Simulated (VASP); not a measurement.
Set up this calculation in VASP 6.6.1, as the native input.

```
Task                   : single point
Functional             : PBEsol
Potentials or basis    : VASP PAW PBE potentials, release 64 (Re)
Cutoff                 : 520 eV
k mesh                 : 17 × 17 × 9
Occupations            : gaussian, width 0.05 eV
Spin                   : no spin polarisation
Dipole correction      : no
Further INCAR settings : ALGO = Normal; EDIFF = 1e-06; NBANDS = 14
```

The structure of Re lies in POSCAR:

```
Re
1.0
    2.7506873059      0.0000000000      0.0000000000
   -1.3753436530      2.3821650848      0.0000000000
    0.0000000000      0.0000000000      4.4418698057
Re
2
Direct
    0.3333333333      0.6666666667      0.2500000000
    0.6666666667      0.3333333333      0.7500000000
```

These files were run (other wordings do the same):

INCAR

```
PREC = Accurate
ENCUT = 520
EDIFF = 1E-6
ISMEAR = 0
SIGMA = 0.05
LREAL = F
LASPH = T
NELM = 100
ALGO = Normal
ISIF = 2
LWAVE = F
LCHARG = F
GGA = PS
NBANDS = 14
```

KPOINTS

```
Automatic mesh
0
Gamma
  17 17 9
```

Potentials or basis: VASP PAW PBE potentials, release 64 (Re).

Command:

```bash
$ cat potpaw_PBE.64/Re/POTCAR > POTCAR
$ mpirun -np 1 vasp_std > vasp.out
```

It gave:

```
Pressure               : 0.0 GPa
Band gap on the k mesh : zero (bands 7 and 8 overlap by 3.18 eV)
```

Caveat: the PAW data sets were made with another functional, which shifts forces and pressure a little; spin-orbit coupling is left out, which moves the levels of the heavy elements.

Run time: 40 s on 1 thread of Intel(R) Xeon(R) Platinum 8488C (Sapphire Rapids) (shared host), peak memory 0.18 GiB.
